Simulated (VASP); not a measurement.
A run of VASP 6.6.1 is set up as follows.

INCAR

```
ALGO = Normal ; DIPOL = 0.5 0.5 0.347
EDIFF = 1E-7 ; ENCUT = 520
GGA = PE ; IDIPOL = 3
ISIF = 2 ; ISMEAR = 0
ISPIN = 2 ; LASPH = True
LCHARG = False ; LDIPOL = True
LMAXMIX = 4 ; LORBIT = 11
LREAL = False ; LWAVE = False
MAGMOM = 0 0 0 0 3 0 0 0 ; NBANDS = 44
NELM = 150 ; PREC = Accurate
SIGMA = 0.1
```

The input KPOINTS:

```
k-points
0
Gamma
  9 9 1
```

Contents of POSCAR:

```
Ti3N5
1.0
    3.0028555063      0.0000000000      0.0000000000
   -1.5014277532      2.6005491524      0.0000000000
    0.0000000000      0.0000000000     24.1233847547
N Ti
5 3
Direct
    0.3333333333      0.6666666667      0.1658142106
    0.0000000000      0.0000000000      0.2674509120
    0.6666666667      0.3333333333      0.3654788005
    0.3333333333      0.6666666667      0.4611038156
    0.3333333333      0.6666666667      0.5477417406
    0.6666666667      0.3333333333      0.2166325614
    0.3333333333      0.6666666667      0.3190139885
    0.0000000000      0.0000000000      0.4290633808
```

Potentials or basis: VASP PAW PBE potentials, release 64 (N, Ti_sv).

Command:

```bash
$ cat potpaw_PBE.64/N/POTCAR potpaw_PBE.64/Ti_sv/POTCAR > POTCAR
$ mpirun -np 1 vasp_std > vasp.out
```

Q: Predict the site moments.

A: N -0.01, +0.01, +1.78 (each value once); Ti +0.00, -0.00, +0.18 μB.

Q: Estimate the net moment.

A: 2.84 μB per cell.

Q: What does it give for the largest force?

A: 5.685 eV/Å.

Forces in eV/Å, atoms in the order of the input:
```
N    0.000  0.000  4.356
N    0.000  0.000  1.235
N    0.000  0.000  0.679
N    0.000  0.000  1.212
N    0.000  0.000  0.034
Ti   0.000  0.000 -5.685
Ti   0.000  0.000 -0.054
Ti   0.000  0.000 -1.776
```
